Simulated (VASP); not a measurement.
# S (Pmma) in VASP: a series of runs

S is run at these levels: PBEsol; tasks: single point.

All numbers are computed with VASP 6.6.1; they aren't measurements. Logs are shortened: lines on timing, memory, paths and dates and some standing lists are left out, and cuts for length are marked.

### 1 The cell of the first run

It takes space group Pmma (No. 51, orthorhombic). Conventional cell: a = 7.615 Å, b = 2.605 Å, c = 3.683 Å, α = 90.00°, β = 90.00°, γ = 90.00°. Within 3.4 Å of S (site symmetry mm2) lie 6 S at 2.60 to 2.70 Å. S (site symmetry 2/m) has 6 S at 2.60 to 2.70 Å within 3.4 Å.

### 2 Single point, PBEsol (Te replaced by S, lengths x 0.857, strained)

The input, INCAR:

```
PREC = Accurate ; ENCUT = 520
EDIFF = 1E-6 ; ISMEAR = 0
SIGMA = 0.1 ; LREAL = False
LASPH = True ; NELM = 100
ALGO = Normal ; ISIF = 2
LWAVE = False ; LCHARG = False
GGA = PS ; NBANDS = 20
```

The input, KPOINTS:

```
regular mesh
0
Gamma
  4 8 6
```

The input, POSCAR:

```
S
1.0
    7.6150744620      0.0000000000      0.0000000000
    0.0000000000      2.6051887141      0.0000000000
    0.0000000000      0.0000000000      3.6832641699
S
4
Direct
    0.7500000000      0.5000000000      0.5206231000
    0.2500000000      0.5000000000      0.4793769000
    0.0000000000      0.5000000000      0.0000000000
    0.5000000000      0.5000000000      0.0000000000
```

Potentials or basis: VASP PAW PBE potentials, release 64 (S).

Started as:

```console
cat potpaw_PBE.64/S/POTCAR > POTCAR
mpirun -np 1 vasp_std > vasp.out
```

OUTCAR:

```text
PREC = Accurate
   ENCUT = 520
   EDIFF = 1E-6
   ISMEAR = 0
   LREAL = False
   LASPH = True
   NELM = 100
   ISIF = 2
   GGA = PS

 ion  position               nearest neighbor table
   1  0.750  0.500  0.521-   3 2.60   4 2.60   3 2.70   4 2.70
   2  0.250  0.500  0.479-   3 2.60   4 2.60   3 2.70   4 2.70
   3  0.000  0.500  0.000-   1 2.60   2 2.60   1 2.70   2 2.70
   4  0.500  0.500  0.000-   1 2.60   2 2.60   1 2.70   2 2.70

  LATTYP: Found a simple orthorhombic cell.
 ALAT       =     2.6051887141
 B/A-ratio  =     1.4138185652
 C/A-ratio  =     2.9230413984

  Lattice vectors:

 A1 = (   0.0000000000,   2.6051887141,   0.0000000000)
 A2 = (   0.0000000000,   0.0000000000,   3.6832641699)
 A3 = (   7.6150744620,   0.0000000000,   0.0000000000)

Analysis of symmetry for initial positions (statically):
=====================================================================
 Subroutine PRICEL returns:
 Original cell was already a primitive cell.

 Routine SETGRP: Setting up the symmetry group for a
 simple orthorhombic supercell.

 Subroutine GETGRP returns: Found  8 space group operations
 (whereof  4 operations were pure point group operations)
 out of a pool of  8 trial point group operations.

The static configuration has the point symmetry C_2h.
 The point group associated with its full space group is D_2h.

Analysis of symmetry for dynamics (positions and initial velocities):
=====================================================================
 Subroutine PRICEL returns:
 Original cell was already a primitive cell.

 Routine SETGRP: Setting up the symmetry group for a
 simple orthorhombic supercell.

 Subroutine GETGRP returns: Found  8 space group operations
 (whereof  4 operations were pure point group operations)
 out of a pool of  8 trial point group operations.

The dynamic configuration has the point symmetry C_2h.
 The point group associated with its full space group is D_2h.

 Subroutine INISYM returns: Found  8 space group operations
 (whereof  4 operations are pure point group operations),
 and found     1 'primitive' translations

----------------------------------------------------------------------------------------

                                     Primitive cell

  volume of cell :      73.0712

  direct lattice vectors                    reciprocal lattice vectors
     7.615074462  0.000000000  0.000000000     0.131318480  0.000000000  0.000000000
     0.000000000  2.605188714  0.000000000     0.000000000  0.383849352  0.000000000
     0.000000000  0.000000000  3.683264170     0.000000000  0.000000000  0.271498311

  length of vectors
     7.615074462  2.605188714  3.683264170     0.131318480  0.383849352  0.271498311

  position of ions in fractional coordinates (direct lattice)
     0.750000000  0.500000000  0.520623100
     0.250000000  0.500000000  0.479376900
     0.000000000  0.500000000  0.000000000
     0.500000000  0.500000000  0.000000000

  ion indices of the primitive-cell ions
   primitive index   ion index
                 1           1
                 2           2
                 3           3
                 4           4

----------------------------------------------------------------------------------------

 KPOINTS: regular mesh

Automatic generation of k-mesh.
 Grid dimensions read from file:
 generate k-points for:    4    8    6

 Generating k-lattice:

  Cartesian coordinates                     Fractional coordinates (reciprocal lattice)
     0.032829620  0.000000000  0.000000000     0.250000000  0.000000000  0.000000000
     0.000000000  0.047981169  0.000000000     0.000000000  0.125000000  0.000000000
     0.000000000  0.000000000  0.045249718     0.000000000  0.000000000  0.166666667

  Length of vectors
     0.032829620  0.047981169  0.045249718

  Shift w.r.t. Gamma in fractional coordinates (k-lattice)
     0.000000000  0.000000000  0.000000000

 Subroutine IBZKPT returns following result:
 ===========================================

 Found     60 irreducible k-points:

 Following reciprocal coordinates:
            Coordinates               Weight
  0.000000  0.000000  0.000000      1.000000
  0.250000  0.000000  0.000000      2.000000
  0.500000  0.000000  0.000000      1.000000
  0.000000  0.125000  0.000000      2.000000
  0.250000  0.125000  0.000000      4.000000
  0.500000  0.125000  0.000000      2.000000
[... 16 lines left out ...]
  0.250000  0.250000  0.166667      8.000000
  0.500000  0.250000  0.166667      4.000000
 [... further k-points ...]
   k-points           NKPTS =     60   k-points in BZ     NKDIM =     60   number of bands    NBANDS=     20
   number of dos      NEDOS =    301   number of ions     NIONS =      4
   total plane-waves  NPLWV =  33600
   dimension x,y,z NGX =    60 NGY =   20 NGZ =   28
   dimension x,y,z NGXF=   120 NGYF=   40 NGZF=   56
   ions per type =               4
   NGX,Y,Z   is equivalent  to a cutoff of  13.10, 12.76, 12.64 a.u.
   NGXF,Y,Z  is equivalent  to a cutoff of  26.20, 25.53, 25.28 a.u.
 SYSTEM =  unknown system
   PREC   = accura    normal or accurate (medium, high low for compatibility)
   ISTART =      0    job   : 0-new  1-cont  2-samecut
   ICHARG =      2    charge: 1-file 2-atom 10-const
   ISPIN  =      1    spin polarized calculation?
   LNONCOLLINEAR =      F non collinear calculations
   LSORBIT =      F    spin-orbit coupling
   LASPH  =      T    aspherical Exc in radial PAW
   ENCUT  =  520.0 eV  38.22 Ry    6.18 a.u.  14.16  4.84  6.85*2*pi/ulx,y,z
   NELM   =    100;   NELMIN=  2; NELMDL= -5     # of ELM steps
   EDIFF  = 0.1E-05   stopping-criterion for ELM
   LREAL  =      F    real-space projection
   EDIFFG = 0.1E-04   stopping-criterion for IOM
   NSW    =      0    number of steps for IOM
   IBRION =     -1    ionic relax: 0-MD 1-quasi-New 2-CG
   NFREE  =      0    steps in history (QN), initial steepest desc. (CG)
   ISIF   =      2    stress and relaxation
   ISYM   =      2    0-nonsym 1-usesym 2-fastsym
   POTIM  = 0.5000    time-step for ionic-motion
   TEBEG  =    0.0;   TEEND  =   0.0 temperature during run
   PSTRESS=    0.0 pullay stress
   NELECT =      24.0000    total number of electrons
   NUPDOWN=      -1.0000    fix difference up-down
   EMIN   =  10.00;   EMAX   =-10.00  energy-range for DOS
   EFERMI =   0.00;   METHOD = LEGACY
   ISMEAR =     0;   SIGMA  =   0.10  broadening in eV -4-tet -1-fermi 0-gaus
   EFERMI_NEDOS =   21; number of points for ismear=-14 and -15
   IALGO  =     38    algorithm
   IMIX   =      4    mixing-type and parameters
     AMIX     =   0.40;   BMIX     =  1.00
     AMIX_MAG =   1.60;   BMIX_MAG =  1.00
  volume/ion in A,a.u.               =      18.27       123.28
  Fermi-wavevector in a.u.,A,eV,Ry     =   1.129527  2.134496 17.358729  1.275831
  Thomas-Fermi vector in A             =   2.266220
   LORBIT       =      0    0 simple, 1 ext, 2 COOP (PROOUT), +10 PAW based schemes
   GGA     = PS    functional components
   LHFCALC =     F    Hartree Fock is set to
   AEXX    =    0.0000 exact exchange contribution
   IVDW    =     0    specifies the selected vdW correction
   LEPSILON=     F    determine dielectric tensor
   LRPA    =     F    only Hartree local field effects (RPA)
 non-spin polarized calculation
 Gauss-broadening in eV      SIGMA  =   0.10
  energy-cutoff  :      520.00
  volume of cell :       73.07
 maximum number of plane-waves:      2000
 NGX is ok and might be reduce to    60
   NGX = 29   NGY =  9   NGZ = 13

 number of electron      24.0000001 magnetization

 Free energy of the ion-electron system (eV)
  ---------------------------------------------------
  ext. energy  EPLUGINS =         0.00000000
  ---------------------------------------------------
  free energy    TOTEN  =       -15.67623490 eV

  energy without entropy =      -15.66881552  energy(sigma->0) =      -15.67252521

 E-fermi :   6.1144     XC(G=0): -10.4584

 val. band max:        6.0886706006   @ k =   0.2500   0.3750   0.0000
 cond. band min:       6.1311550466   @ k =   0.5000   0.1250   0.1667
 fundamental gap:      0.0424844459
 Fermi energy:         6.1144195951

 k-point     1 :       0.0000    0.0000    0.0000
  band No.  band energies     occupation
      1     -10.3257      2.00000
      2      -8.4614      2.00000
      3      -8.4569      2.00000
      4      -5.4573      2.00000
      5       0.4225      2.00000
      6       0.8823      2.00000
[... 12 lines left out ...]
     19      13.6510      0.00000
     20      15.2239      0.00000

 k-point     2 :       0.2500    0.0000    0.0000
  band No.  band energies     occupation
      1     -10.2026      2.00000
      2      -9.2465      2.00000
      3      -7.5326      2.00000
      4      -5.7820      2.00000
      5       0.6600      2.00000
      6       1.0033      2.00000
[... 12 lines left out ...]
     19      14.0438      0.00000
     20      14.3511      0.00000

 k-point     3 :       0.5000    0.0000    0.0000
  band No.  band energies     occupation
      1      -9.8379      2.00000
      2      -9.8379      2.00000
      3      -6.5740      2.00000
      4      -6.5740      2.00000
      5       1.1604      2.00000
      6       1.1604      2.00000
[... 12 lines left out ...]
     19      14.7648      0.00000
     20      14.7648      0.00000

 k-point     4 :       0.0000    0.1250    0.0000
  band No.  band energies     occupation
      1     -10.0592      2.00000
      2      -8.1972      2.00000
      3      -8.1928      2.00000
      4      -5.1930      2.00000
      5       0.6431      2.00000
      6       1.1004      2.00000
[... 12 lines left out ...]
     19      14.7966      0.00000
     20      15.5176      0.00000

 k-point     5 :       0.2500    0.1250    0.0000
  band No.  band energies     occupation
      1      -9.9363      2.00000
      2      -8.9814      2.00000
      3      -7.2694      2.00000
      4      -5.5184      2.00000
      5       0.8826      2.00000
      6       1.2209      2.00000
[... 12 lines left out ...]
     19      14.5878      0.00000
     20      15.3945      0.00000

 k-point     6 :       0.5000    0.1250    0.0000
  band No.  band energies     occupation
      1      -9.5720      2.00000
      2      -9.5720      2.00000
      3      -6.3110      2.00000
      4      -6.3110      2.00000
      5       1.3819      2.00000
      6       1.3819      2.00000
[... 12 lines left out ...]
     19      16.3836      0.00000
     20      16.3853      0.00000

 k-point     7 :       0.0000    0.2500    0.0000
  band No.  band energies     occupation
      1      -9.3028      2.00000
      2      -7.4474      2.00000
      3      -7.4428      2.00000
      4      -4.4374      2.00000
      5       1.2465      2.00000
      6       1.6957      2.00000
[... 12 lines left out ...]
     19      15.2673      0.00000
     20      15.6605      0.00000
[... 277 lines left out ...]
 k-point    20 :       0.2500    0.1250    0.1667
  band No.  band energies     occupation
      1      -9.7126      2.00000
      2      -8.8011      2.00000
      3      -7.2426      2.00000
      4      -5.8845      2.00000
      5       0.2696      2.00000
      6       0.4318      2.00000
[... 12 lines left out ...]
     19      14.7366      0.00000
     20      16.6212      0.00000

 k-point    21 :       0.5000    0.1250    0.1667
  band No.  band energies     occupation
      1      -9.3626      2.00000
      2      -9.3626      2.00000
      3      -6.4542      2.00000
      4      -6.4542      2.00000
      5       0.0950      2.00000
      6       0.0950      2.00000
[... 12 lines left out ...]
     19      15.1935      0.00000
     20      15.1935      0.00000

 k-point    22 :       0.0000    0.2500    0.1667
  band No.  band energies     occupation
      1      -9.0758      2.00000
      2      -7.3230      2.00000
      3      -7.3164      2.00000
      4      -4.9286      2.00000
      5       1.3560      2.00000
      6       1.7093      2.00000
[... 12 lines left out ...]
     19      14.6668      0.00000
     20      15.5849      0.00000

 k-point    23 :       0.2500    0.2500    0.1667
  band No.  band energies     occupation
      1      -8.9577      2.00000
      2      -8.0497      2.00000
      3      -6.4948      2.00000
      4      -5.1345      2.00000
      5       0.9023      2.00000
      6       1.0699      2.00000
[... 12 lines left out ...]
     19      14.8607      0.00000
     20      15.2469      0.00000

 k-point    24 :       0.5000    0.2500    0.1667
  band No.  band energies     occupation
      1      -8.6091      2.00000
      2      -8.6091      2.00000
      3      -5.7060      2.00000
      4      -5.7060      2.00000
      5       0.7358      2.00000
      6       0.7358      2.00000
[... 12 lines left out ...]
     19      14.6079      0.00000
     20      14.6079      0.00000

 [... further k-points ...]

------------------------ aborting loop because EDIFF is reached ----------------------------------------

  FORCE on cell =-STRESS in cart. coord.  units (eV):
  Direction    XX          YY          ZZ          XY          YZ          ZX
  --------------------------------------------------------------------------------------
  -------------------------------------------------------------------------------------
  Total       -3.9842993     -4.1733308     -2.6725029      0.0000000      0.0000000     -0.0000000
  in kB      -87.3607436    -91.5054956    -58.5979670      0.0000000      0.0000000     -0.0000000
  external PRESSURE =     -79.1547354 kB  Pullay stress =       0.0000000 kB

 VOLUME and BASIS-vectors are now :
 -----------------------------------------------------------------------------
  energy-cutoff  :      520.00
  volume of cell :       73.07
      direct lattice vectors                 reciprocal lattice vectors
     7.615074462  0.000000000  0.000000000     0.131318480  0.000000000  0.000000000
     0.000000000  2.605188714  0.000000000     0.000000000  0.383849352  0.000000000
     0.000000000  0.000000000  3.683264170     0.000000000  0.000000000  0.271498311

 POSITION                                       TOTAL-FORCE (eV/Angst)
 -----------------------------------------------------------------------------------
      5.71131      1.30259      1.91759        -0.000000      0.000000      0.210194
      1.90377      1.30259      1.76567         0.000000      0.000000     -0.210194
      0.00000      1.30259      0.00000        -0.000000      0.000000      0.000000
      3.80754      1.30259      0.00000        -0.000000      0.000000      0.000000
 -----------------------------------------------------------------------------------
    total drift:                               -0.000000     -0.000000     -0.000000

  FREE ENERGIE OF THE ION-ELECTRON SYSTEM (eV)
  ---------------------------------------------------
  free  energy   TOTEN  =       -15.6762349014 eV

  energy  without entropy=      -15.6688155215  energy(sigma->0) =      -15.67252521
```

Run time: 80 s. Hardware: 1 thread of Intel Xeon 8259CL, shared host; peak memory 0.2 GiB.

What came out:

- Free energy: -15.6762 eV
- Pressure: -7.9 GPa
- Largest force: 0.210 eV/Å
- Band gap on the k mesh: zero (bands 12 and 13 overlap by 4.37 eV)

Forces on the atoms (eV/Å):
```
S    0.000  0.000  0.210
S    0.000  0.000 -0.210
S    0.000  0.000  0.000
S    0.000  0.000  0.000
```

Caveat: the cell differs from its parent crystal (Te replaced by S, lengths x 0.857, strained); the cell stands under tension; the PAW data sets were made with another functional, which shifts forces and pressure a little.

(Continued in part 2 of 2.)
